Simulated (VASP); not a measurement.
Al5GaN6, 12 atoms in the cell. The structure is trigonal, space group P-3m1 (No. 164). The conventional cell has a = 2.902 Å, b = 2.902 Å, c = 14.225 Å, α = 90.00°, β = 90.00°, γ = 120.00°. Al (site symmetry -3m) has 6 N at 2.05 Å within 2.7 Å. Within 2.7 Å of Al (site symmetry 3m) lie 6 N at 2.05 Å. Within 2.7 Å of Al (site symmetry 3m) lie 6 N at 2.03 to 2.05 Å. Ga (site symmetry -3m) has 6 N at 2.10 Å and 6 Ga at 2.90 Å and 6 Al at 2.94 Å within 3.0 Å. Within 2.7 Å of N (site symmetry 3m) lie 6 Al at 2.05 Å. Within 2.7 Å of N (site symmetry 3m) lie 6 Al at 2.05 Å. N (site symmetry 3m) has 3 Al at 2.03 Å and 3 Ga at 2.10 Å within 2.7 Å. 

| Quantity | Value |
| --- | --- |
| Program | VASP 6.6.1 |
| Task | single point |
| Functional | PBE |
| Potentials or basis | VASP PAW PBE potentials, release 64 (Al, Ga_d, N) |
| Cutoff | 520 eV |
| k mesh | 6 × 6 × 2 |
| Occupations | gaussian, width 0.1 eV |
| Spin | no spin polarisation |
| Dipole correction | no |
| Further INCAR settings | ALGO = Normal; EDIFF = 1e-06; NBANDS = 41 |

Potentials or basis: VASP PAW PBE potentials, release 64 (Al, Ga_d, N).

Command:

```sh
$ cat potpaw_PBE.64/Al/POTCAR potpaw_PBE.64/Ga_d/POTCAR potpaw_PBE.64/N/POTCAR > POTCAR
$ mpirun -np 1 vasp_std > vasp.out
```

Hardware: 1 thread of AMD EPYC 7R13 (shared host).

Q: How long does it take, and how much memory?

A: Run time: 2 min on 1 thread of AMD EPYC 7R13 (shared host), peak memory 0.22 GiB. Counts: scf iterations 14, k points 14.
